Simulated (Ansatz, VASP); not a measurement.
# TiB2: VASP beside Ansatz

The input INCAR:

```
SYSTEM = TiB2
PREC = Accurate ; ENCUT = 500
EDIFF = 1E-6 ; ISMEAR = -1
SIGMA = 0.1 ; LREAL = .False.
LASPH = .True. ; NELM = 120
ALGO = Normal ; ISIF = 2
LWAVE = .False. ; LCHARG = .False.
NBANDS = 16 ; GGA_COMPAT = .False.
```

File KPOINTS:

```
Automatic mesh
0
Gamma
  8 8 7
  0 0 0
```

The input POSCAR:

```
TiB2
1.0
    3.0292000000      0.0000000000      0.0000000000
   -1.5146000000      2.6233641500      0.0000000000
    0.0000000000      0.0000000000      3.2284000000
Ti B
1 2
Direct
    0.0000000000      0.0000000000      0.0000000000
    0.3333333346      0.6666666692      0.5000000000
    0.6666666673      0.3333333346      0.5000000000
```

Input for Ansatz:

```yaml
crystal:
  lattice:
    - [3.0292, 0.0, 0.0]
    - [-1.5146, 2.62336415, 0.0]
    - [0.0, 0.0, 3.2284]
  atoms:
    - { symbol: Ti, position: [0.0, 0.0, 0.0] }
    - { symbol: B, position: [0.33333333460396647, 0.6666666692079329, 0.5] }
    - { symbol: B, position: [0.6666666673019832, 0.33333333460396647, 0.5] }
basis:
  ecutwfc: 450.0
kpoints:
  mp_grid:
    grid: [8, 8, 7]
    shift: [0.0, 0.0, 0.0]
hamiltonian:
  xc: lda
scf:
  occupations:
    method: fermi_dirac
    width: 0.1
output:
  stress: true
```

Alike in both runs: task single point; functional LDA; k mesh 8 × 8 × 7; occupations fermi-dirac, width 0.1 eV; no spin polarisation.

```csv
,VASP,Ansatz
version,VASP 6.6.1,Ansatz 0.2.0
potentials or method,"VASP PAW LDA potentials, release 64 (Ti_sv, B), cutoff 500 eV","plane waves, PAW"
valence electrons in the cell,18,18
```

VASP gave:

| Item | Value |
| --- | --- |
| pressure (GPa) | -10.7 |
| traceless stress, the component that is largest in VASP (GPa) | -1.53 |

What did Ansatz give for the same quantities?

Pressure (GPa): -11.3; traceless stress, the component that is largest in VASP (GPa): -1.52.

LDA's correlation is that of Perdew and Zunger in VASP and of Perdew and Wang (1992) in Ansatz.
